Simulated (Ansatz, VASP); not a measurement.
Two plane-wave programs on Hg

INCAR

```
SYSTEM = Hg
  ALGO = Fast
  EDIFF = 1E-6
  ENCUT = 520
  GGA = PS
  ISIF = 2
  ISMEAR = 0
  IVDW = 12
  LASPH = .True.
  LCHARG = .False.
  LREAL = .False.
  LWAVE = .False.
  NBANDS = 19
  NELM = 60
  PREC = Accurate
  SIGMA = 0.15
```

The input KPOINTS:

```
k-points
0
Gamma
  18 18 10
  0 0 0
```

POSCAR

```
Hg
1.0
    2.9964000000      0.0000000000      0.0000000000
   -1.4982000000      2.5949585199      0.0000000000
    0.0000000000      0.0000000000      5.6014000000
Hg
2
Direct
    0.6666666667      0.3333333333      0.7500000000
    0.3333333333      0.6666666667      0.2500000000
```

Input for Ansatz:

```yaml
crystal:
  lattice:
    - [2.9964, 0.0, 0.0]
    - [-1.4982, 2.5949585199, 0.0]
    - [0.0, 0.0, 5.6014]
  atoms:
    - { symbol: Hg, position: [0.6666666667, 0.3333333333, 0.75] }
    - { symbol: Hg, position: [0.3333333333, 0.6666666667, 0.25] }
basis:
  ecutwfc: 420
kpoints:
  mp_grid: { grid: [18, 18, 10] }
hamiltonian:
  xc: pbesol
  dispersion: d3bj
scf:
  occupations: { method: gaussian, width: 0.15 }
output:
  forces: true
  stress: true
  eigenvalues: true
```

Alike in both runs: task single point; functional PBEsol; dispersion D3(BJ); k mesh 18 × 18 × 10; occupations gaussian, width 0.15 eV; no spin polarisation.

```csv
,VASP,Ansatz
version,VASP 6.6.1,Ansatz 0.2.0
potentials or method,"VASP PAW PBE potentials, release 64 (Hg), cutoff 520 eV","scalar-relativistic, plane waves, PAW"
valence electrons in the cell,24,40
```

Ansatz gave:

* gap on the k mesh at the Fermi level (eV): none
* pressure (GPa): 0.2
* traceless stress, the component that is largest in VASP (GPa): -1.44

Problem. What did VASP give for the same quantities?

Solution. gap on the k mesh at the Fermi level (eV): none; pressure (GPa): 0.8; traceless stress, the component that is largest in VASP (GPa): -1.70.

VASP's potentials were made for PBE, not for PBEsol. A gap of «none» marks a metal or a gap that the smearing closes. VASP's potentials hold 24 valence electrons a cell and Ansatz's 40, so a difference there can come from the potentials and not from the codes.

Neither program's run includes spin-orbit coupling.
